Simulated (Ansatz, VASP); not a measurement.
Si8Ni4B: VASP beside Ansatz

Contents of INCAR:

```
SYSTEM = Si8Ni4B
ALGO = Normal
EDIFF = 1E-6
ENCUT = 520
GGA_COMPAT = .FALSE.
ISIF = 2
ISMEAR = 1
LASPH = .TRUE.
LCHARG = .TRUE.
LELF = .TRUE.
LREAL = .FALSE.
LVHAR = .TRUE.
LWAVE = .FALSE.
NBANDS = 50
NELM = 120
PREC = Accurate
SIGMA = 0.1
```

Contents of KPOINTS:

```
k-points
0
G
  3 3 3
  0 0 0
```

POSCAR

```
Si8Ni4B
1.0
    5.4428764300      0.0000000000      0.0000000000
    0.0000000000      5.4428764300      0.0000000000
    0.0000000000      0.0000000000      5.4428764300
Si Ni B
8 4 1
Direct
    0.2292360700      0.2610932500      0.2621317700
    0.2589762800      0.7394928600      0.7404443200
    0.7371209300      0.2612894600      0.7701737600
    0.7374862500      0.7692309700      0.2619560700
    0.2408843700      0.2696102900      0.7585058200
    0.2401713800      0.7582640300      0.2698352200
    0.7837585600      0.2146717700      0.2157386300
    0.7292480900      0.7579636700      0.7589392400
    0.0138062700     -0.0148051000     -0.0148316700
   -0.0320807600      0.5096175600      0.5104664100
    0.4888976700      0.0301829500      0.5104763100
    0.4888881200      0.5096150900      0.0317919800
    0.5789797400      0.4191853000      0.4206608700
```

Input for Ansatz:

```yaml
crystal:
  lattice:
    - [5.44287643, 0.0, 0.0]
    - [0.0, 5.44287643, 0.0]
    - [0.0, 0.0, 5.44287643]
  atoms:
    - { symbol: Si, position: [0.22923607, 0.26109325, 0.26213177] }
    - { symbol: Si, position: [0.25897628, 0.73949286, 0.74044432] }
    - { symbol: Si, position: [0.73712093, 0.26128946, 0.77017376] }
    - { symbol: Si, position: [0.73748625, 0.76923097, 0.26195607] }
    - { symbol: Si, position: [0.24088437, 0.26961029, 0.75850582] }
    - { symbol: Si, position: [0.24017138, 0.75826403, 0.26983522] }
    - { symbol: Si, position: [0.78375856, 0.21467177, 0.21573863] }
    - { symbol: Si, position: [0.72924809, 0.75796367, 0.75893924] }
    - { symbol: Ni, position: [0.01380627, -0.0148051, -0.01483167] }
    - { symbol: Ni, position: [-0.03208076, 0.50961756, 0.51046641] }
    - { symbol: Ni, position: [0.48889767, 0.03018295, 0.51047631] }
    - { symbol: Ni, position: [0.48888812, 0.50961509, 0.03179198] }
    - { symbol: B, position: [0.57897974, 0.4191853, 0.42066087] }
basis:
  ecutwfc: 420
  xc_grid: 2
hamiltonian:
  xc: lda
  pseudopotentials: { kind: paw, azcp: { folder: soft_1 } }
kpoints:
  mp_grid: { grid: [3, 3, 3] }
scf:
  occupations: { method: methfessel_paxton, width: 0.1 }
  max_iter: 140
output:
  forces: true
  eigenvalues: true
checkpoint:
  write: "../q0.start.lda.run"
  compress: false
  write_wavefunctions: false
  write_every: 100000
```

Alike in both runs: task single point; functional LDA; k mesh 3 × 3 × 3; occupations methfessel-paxton of order 1, width 0.1 eV; no spin polarisation.

```csv
,VASP,Ansatz
version,VASP 6.6.1,Ansatz 0.2.0
potentials or method,"VASP PAW LDA potentials, release 64 (Si, Ni, B), cutoff 520 eV",plane-wave PAW DFT
valence electrons in the cell,75,107
```

```csv
,VASP,Ansatz,Ansatz less VASP
rms of the force components (eV/Å),0.061,0.068,+0.0067
```

Ansatz warns that its potentials were made for another functional, while VASP's fit it. LDA's correlation is that of Perdew and Zunger in VASP and of Perdew and Wang (1992) in Ansatz. Atom by atom the forces differ by 0.011 eV/Å (rms over components). VASP's potentials hold 75 valence electrons a cell and Ansatz's 107, so a difference there can come from the potentials and not from the codes.

The k mesh is coarse, so the values compare programs but aren't converged.
